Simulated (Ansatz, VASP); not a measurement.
# Two plane-wave programs on Ag

```xyz
1
Lattice="0.0000 2.0183 2.0183 2.0183 0.0000 2.0183 2.0183 2.0183 0.0000" Properties=species:S:1:pos:R:3 pbc="T T T"
Ag    0.0000    0.0000    0.0000
```

Alike in both runs: task single point; functional RPBE; k mesh 21 × 21 × 21; occupations fermi-dirac, width 0.1 eV; no spin polarisation.

|  | VASP | Ansatz |
| --- | --- | --- |
| version | VASP 6.6.1 | Ansatz 0.2.0 |
| potentials or method | VASP PAW PBE potentials, release 64 (Ag), cutoff 520 eV | plane waves (420 eV) with PAW, scalar-relativistic |
| valence electrons in the cell | 11 | 19 |

```csv
,VASP,Ansatz,Ansatz less VASP
pressure (GPa),13.5,13.7,+0.19
```

VASP's potentials were made for PBE, not for RPBE. VASP's potentials hold 11 valence electrons a cell and Ansatz's 19, so a difference there can come from the potentials and not from the codes.
